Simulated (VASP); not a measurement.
# CdSe (R3m) in VASP: G0W0 quasiparticle levels with PBEsol

Aim: the G0W0 quasiparticle levels of CdSe with PBEsol.

Everything below comes from runs of VASP 6.6.1. Logs are shortened: lines on timing, memory, paths and dates and some standing lists are left out, and cuts for length are marked.

### 1 The cell of the first run

It takes space group R3m (No. 160, trigonal). The conventional cell has a = 4.344 Å, b = 4.344 Å, c = 10.440 Å, α = 90.00°, β = 90.00°, γ = 120.00°. Cd (site symmetry 3m) has 4 Se at 2.64 to 2.65 Å within 3.5 Å. Se (site symmetry 3m) has 4 Cd at 2.64 to 2.65 Å within 3.5 Å.

### 2 G0W0 quasiparticle levels, PBEsol

POSCAR reads:

```
CdSe
1.0
   -0.0385573958      3.0329264921      3.0329264921
    3.0329264921     -0.0385573958      3.0329264921
    3.0329264921      3.0329264921     -0.0385573958
Cd Se
1 1
Direct
   -0.0013282630     -0.0013282630     -0.0013282630
    0.2513282630      0.2513282630      0.2513282630
```

INCAR.step1 reads:

```
PREC = Accurate ; ENCUT = 500
EDIFF = 1E-8 ; ISMEAR = 0
SIGMA = 0.01 ; LREAL = False
LASPH = True ; NELM = 80
ALGO = Normal ; LWAVE = True
LCHARG = False ; GGA = PS
```

INCAR.step2 reads:

```
PREC = Accurate ; ENCUT = 500
EDIFF = 1E-8 ; ISMEAR = 0
SIGMA = 0.01 ; LREAL = False
LASPH = True ; NELM = 1
ALGO = Exact ; LWAVE = True
LCHARG = False ; GGA = PS
NBANDS = 138 ; LOPTICS = True
ISTART = 1
```

INCAR.step3 reads:

```
PREC = Accurate ; ENCUT = 500
EDIFF = 1E-8 ; ISMEAR = 0
SIGMA = 0.01 ; LREAL = False
LASPH = True ; ALGO = EVGW0
LWAVE = False ; LCHARG = False
GGA = PS ; NELMGW = 1
NBANDS = 138 ; ENCUTGW = 100.0
NOMEGA = 48 ; PRECFOCK = Fast
ISTART = 1 ; NBANDSGW = 17
```

KPOINTS reads:

```
Automatic mesh
0
Gamma
  3 3 3
```

Potentials or basis: VASP PAW PBE potentials, release 64 (Cd_GW, Se_GW).

Launch:

```bash
cat potpaw_PBE.64/Cd_GW/POTCAR potpaw_PBE.64/Se_GW/POTCAR > POTCAR
cp INCAR.step1 INCAR
mpirun -np 1 vasp_std > vasp.out
cp INCAR.step2 INCAR
mpirun -np 1 vasp_std > vasp.out
cp INCAR.step3 INCAR
mpirun -np 1 vasp_std > vasp.out
```

OUTCAR:

```text
PREC = Accurate
   ENCUT = 500
   EDIFF = 1E-8
   ISMEAR = 0
   LREAL = False
   LASPH = True
   GGA = PS
   NELMGW = 1
   ENCUTGW = 100.0
   PRECFOCK = Fast
   ISTART = 1

 ion  position               nearest neighbor table
   1  0.999  0.999  0.999-   2 2.64   2 2.65   2 2.65   2 2.65
   2  0.251  0.251  0.251-   1 2.64   1 2.65   1 2.65   1 2.65

  LATTYP: Found a trigonal (rhomboedric) cell.
 ALAT       =     4.2893790793
 COS(alpha) =     0.4872476913

  Lattice vectors:

 A1 = (  -0.0385573958,   3.0329264921,   3.0329264921)
 A2 = (   3.0329264921,  -0.0385573958,   3.0329264921)
 A3 = (   3.0329264921,   3.0329264921,  -0.0385573958)

Analysis of symmetry for initial positions (statically):
=====================================================================
 Subroutine PRICEL returns:
 Original cell was already a primitive cell.

 Routine SETGRP: Setting up the symmetry group for a
 trigonal (rhombohedral) supercell.

 Subroutine GETGRP returns: Found  6 space group operations
 (whereof  6 operations were pure point group operations)
 out of a pool of 12 trial point group operations.

The static configuration has the point symmetry C_3v.

Analysis of symmetry for dynamics (positions and initial velocities):
=====================================================================
 Subroutine PRICEL returns:
 Original cell was already a primitive cell.

 Routine SETGRP: Setting up the symmetry group for a
 trigonal (rhombohedral) supercell.

 Subroutine GETGRP returns: Found  6 space group operations
 (whereof  6 operations were pure point group operations)
 out of a pool of 12 trial point group operations.

The dynamic configuration has the point symmetry C_3v.

 Subroutine INISYM returns: Found  6 space group operations
 (whereof  6 operations are pure point group operations),
 and found     1 'primitive' translations

----------------------------------------------------------------------------------------

                                     Primitive cell

  volume of cell :      56.8616

[... 40 lines left out ...]

 Found      6 irreducible k-points:

 Following reciprocal coordinates:
            Coordinates               Weight
  0.000000  0.000000  0.000000      1.000000
  0.333333  0.000000  0.000000      6.000000
  0.333333  0.333333  0.000000      6.000000
 -0.333333  0.333333  0.000000      6.000000
  0.333333  0.333333  0.333333      2.000000
 -0.333333  0.333333  0.333333      6.000000
   k-points           NKPTS =      6   k-points in BZ     NKDIM =     27   number of bands    NBANDS=    138
   number of dos      NEDOS =    301   number of ions     NIONS =      2
   total plane-waves  NPLWV =  32768
   dimension x,y,z NGX =    32 NGY =   32 NGZ =   32
   dimension x,y,z NGXF=    64 NGYF=   64 NGZF=   64
   ions per type =               1   1
   NGX,Y,Z   is equivalent  to a cutoff of  12.40, 12.40, 12.40 a.u.
   NGXF,Y,Z  is equivalent  to a cutoff of  24.80, 24.80, 24.80 a.u.
 SYSTEM =  unknown system
   PREC   = accura    normal or accurate (medium, high low for compatibility)
   ISTART =      1    job   : 0-new  1-cont  2-samecut
   ICHARG =      0    charge: 1-file 2-atom 10-const
   ISPIN  =      1    spin polarized calculation?
   LNONCOLLINEAR =      F non collinear calculations
   LSORBIT =      F    spin-orbit coupling
   LASPH  =      T    aspherical Exc in radial PAW
   ENCUT  =  500.0 eV  36.75 Ry    6.06 a.u.   7.82  7.82  7.82*2*pi/ulx,y,z
   NELM   =     60;   NELMIN=  2; NELMDL=  0     # of ELM steps
   EDIFF  = 0.1E-07   stopping-criterion for ELM
   LREAL  =      F    real-space projection
   EDIFFG = 0.1E-06   stopping-criterion for IOM
   NSW    =      0    number of steps for IOM
   IBRION =     -1    ionic relax: 0-MD 1-quasi-New 2-CG
   NFREE  =      0    steps in history (QN), initial steepest desc. (CG)
   ISIF   =      0    stress and relaxation
   ISYM   =      3    0-nonsym 1-usesym 2-fastsym
   POTIM  = 0.5000    time-step for ionic-motion
   TEBEG  =    0.0;   TEEND  =   0.0 temperature during run
   PSTRESS=    0.0 pullay stress
   NELECT =      18.0000    total number of electrons
   NUPDOWN=      -1.0000    fix difference up-down
   EMIN   =  10.00;   EMAX   =-10.00  energy-range for DOS
   EFERMI =   0.00;   METHOD = LEGACY
   ISMEAR =     0;   SIGMA  =   0.01  broadening in eV -4-tet -1-fermi 0-gaus
   EFERMI_NEDOS =   21; number of points for ismear=-14 and -15
   IALGO  =     38    algorithm
   IMIX   =      4    mixing-type and parameters
     AMIX     =   0.40;   BMIX     =  1.00
     AMIX_MAG =   1.60;   BMIX_MAG =  1.00
  volume/ion in A,a.u.               =      28.43       191.86
  Fermi-wavevector in a.u.,A,eV,Ry     =   1.115731  2.108425 16.937277  1.244855
  Thomas-Fermi vector in A             =   2.252338
   LORBIT       =      0    0 simple, 1 ext, 2 COOP (PROOUT), +10 PAW based schemes
   GGA     = PS    functional components
   LHFCALC =     T    Hartree Fock is set to
   PRECFOCK=fast      Normal, Fast or Accurate (Low or Medium for compatibility)
   ENCUT4O =  -1.0   cutoff for four orbital integrals eV
   NKREDX  =     1    reduce k-point grid by
   NKREDY  =     1    reduce k-point grid by
   NKREDZ  =     1    reduce k-point grid by
   AEXX    =    1.0000 exact exchange contribution
   HFSCREEN=    0.0000 screening length (either q_TF or 0.3 A-1)
   HFSCREENC=   0.0000 screening length for correlation (either q_TF or 0.3 A-1)
   ENCUTFOCK=  -1.0 apply spherical cutoff to Coloumb kernel
   IVDW    =     0    specifies the selected vdW correction
   LEPSILON=     F    determine dielectric tensor
   LRPA    =     F    only Hartree local field effects (RPA)
   LRPAFORCE           =     F    calculate RPA forces
   ENCUTGW             = 100.0    cutoff for response function in eV
   ENCUTGWSOFT         =  80.0    soft cutoff for Coulomb kernel in GW response function in eV
   ENCUTLF             =  -1.0    cutoff for local field effects
   NELMGW              =     1    number of iterations in solving QP/BSE equation
   NELMHF              =     1    number of iterations in the inner HF iteration
   NKREDLFX            =     1    NKREDLFY  =   1   NKREDLFZ  =   1
 non-spin polarized calculation
 Gauss-broadening in eV      SIGMA  =   0.01
  energy-cutoff  :      500.00
  volume of cell :       56.86
 maximum number of plane-waves:      1454
  NGX = 18; NGY = 18; NGZ = 18
   NGX = 15   NGY = 15   NGZ = 15
 maximum number of plane-waves:       138
 NGX is ok and might be reduce to    14

 QP shifts <psi_nk| G(iteration)W_0 |psi_nk>: iteration 1
 for sc-GW calculations column KS-energies equals QP-energies in previous step
 and V_xc(KS)=  KS-energies - (<T + V_ion + V_H > + <T+V_H+V_ion>^1  + <V_x>^1)

 k-point   1 :       0.0000    0.0000    0.0000
  band No.  KS-energies  QP-energies   sigma(KS)   V_xc(KS)     V^pw_x(r,r')   Z            occupation Imag(sigma)

      1     -10.5616     -10.8216     -12.8609     -12.4589     -19.6653       0.6468       2.0000       1.0846
      2      -5.9919      -7.7258     -17.6947     -15.1744     -22.9114       0.6880       2.0000       0.3307
      3      -5.9919      -7.7258     -17.6947     -15.1744     -22.9114       0.6880       2.0000       0.3307
      4      -5.9839      -7.7199     -17.7180     -15.1951     -22.9397       0.6881       2.0000       0.3345
      5      -5.6295      -7.4603     -18.1179     -15.4768     -23.2115       0.6932       2.0000       0.2859
      6      -5.6295      -7.4603     -18.1179     -15.4768     -23.2115       0.6932       2.0000       0.2859
[... 101 lines left out ...]
      3      -5.8025      -7.5786     -17.9581     -15.3928     -23.1544       0.6924       2.0000       0.3238
      4      -5.6643      -7.4875     -18.0473     -15.4197     -23.1591       0.6939       2.0000       0.2947
      5      -5.6171      -7.4485     -18.1219     -15.4843     -23.2278       0.6943       2.0000       0.2878
      6      -5.1959      -6.8942     -17.9732     -15.5372     -23.0795       0.6972       2.0000       0.3252
[... 9 lines left out ...]
     16      15.7125      15.8318      -8.3764      -8.5368      -2.7501       0.7437       0.0000      -0.5040
     17      16.7027      16.7514      -8.1039      -8.1686      -2.5570       0.7518       0.0000      -0.5631
```

It took 90 s on 1 thread of AMD EPYC 9R45 (Zen 5), shared host; peak memory 0.54 GiB.

What came out:

| Quantity | Value |
| --- | --- |
| Quasiparticle gap | 1.01 eV |
| Least direct quasiparticle gap | 1.01 eV |
| Band gap of the starting levels on the mesh | 0.35 eV |
| Least direct gap of the starting levels on the mesh | 0.35 eV |

Caveat: the k points lie up to 0.59 Å⁻¹ apart; bands, screening cutoff and mesh are small and nothing is extrapolated, so the quasiparticle values aren't converged.
